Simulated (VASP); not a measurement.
Input of a VASP 6.6.1 run:

The input POSCAR:

```
HfSiO4
1.0
   -1.8587834061      1.8587834061      4.8804273772
    1.8587834061     -1.8587834061      4.8804273772
    1.8587834061      1.8587834061     -4.8804273772
Si Hf O
1 1 4
Direct
    0.0000000000      0.0000000000      0.0000000000
    0.7500000000      0.2500000000      0.5000000000
    0.9717186282      0.4717186282      0.5000000000
    0.1777386620      0.1777386620      0.0000000000
    0.5282813718      0.0282813718      0.5000000000
    0.8222613380      0.8222613380      0.0000000000
```

The input INCAR.step1:

```
PREC     = Accurate       # precision mode
ENCUT    = 520            # plane-wave cutoff, eV
ISMEAR   = -1             # smearing method
SIGMA    = 0.02           # smearing width, eV
LREAL    = F              # projectors in reciprocal space
LASPH    = T              # aspherical terms in the spheres
NELM     = 60             # most SCF steps
NBANDS   = 28             # bands
GGA      = PE             # functional
ALGO     = Normal         # electronic algorithm
EDIFF    = 1E-4           # SCF threshold, eV
LWAVE    = T              # write WAVECAR
LCHARG   = F              # write CHGCAR
```

INCAR.step2

```
PREC     = Accurate       # precision mode
ENCUT    = 520            # plane-wave cutoff, eV
EDIFF    = 1E-6           # SCF threshold, eV
ISMEAR   = -1             # smearing method
SIGMA    = 0.02           # smearing width, eV
LREAL    = F              # projectors in reciprocal space
LASPH    = T              # aspherical terms in the spheres
NELM     = 60             # most SCF steps
ALGO     = Normal         # electronic algorithm
ISIF     = 2              # what is computed and relaxed
LWAVE    = F              # write WAVECAR
LCHARG   = T              # write CHGCAR
METAGGA  = R2SCAN         # meta-GGA
LMIXTAU  = T            
LELF     = T              # ELF
LVHAR    = T            
NBANDS   = 28             # bands
ISTART   = 1
```

KPOINTS

```
Automatic mesh
0
Gamma
  8 8 8
```

Potentials or basis: VASP PAW PBE potentials, release 64 (Si, Hf_pv, O).

Launch:

```sh
$ cat potpaw_PBE.64/Si/POTCAR potpaw_PBE.64/Hf_pv/POTCAR potpaw_PBE.64/O/POTCAR > POTCAR
$ cp INCAR.step1 INCAR
$ mpirun -np 1 vasp_std > vasp.out
$ cp INCAR.step2 INCAR
$ mpirun -np 1 vasp_std > vasp.out
```

Q: Estimate the band gap on the k mesh.

A: 4.41 eV (least direct gap 4.41 eV).

Q: Estimate the largest force.

A: 0.171 eV/Å.

Q: What does it give for the pressure?

A: -1.5 GPa.

Stress tensor (GPa, compression positive):
```
-1.36  0.00  0.00
 0.00 -1.36  0.00
 0.00  0.00 -1.63
```

Caveat: the PAW data sets were made with another functional, which shifts forces and pressure a little; spin-orbit coupling is left out, which moves the levels of the heavy elements. A k mesh can miss the band edges.
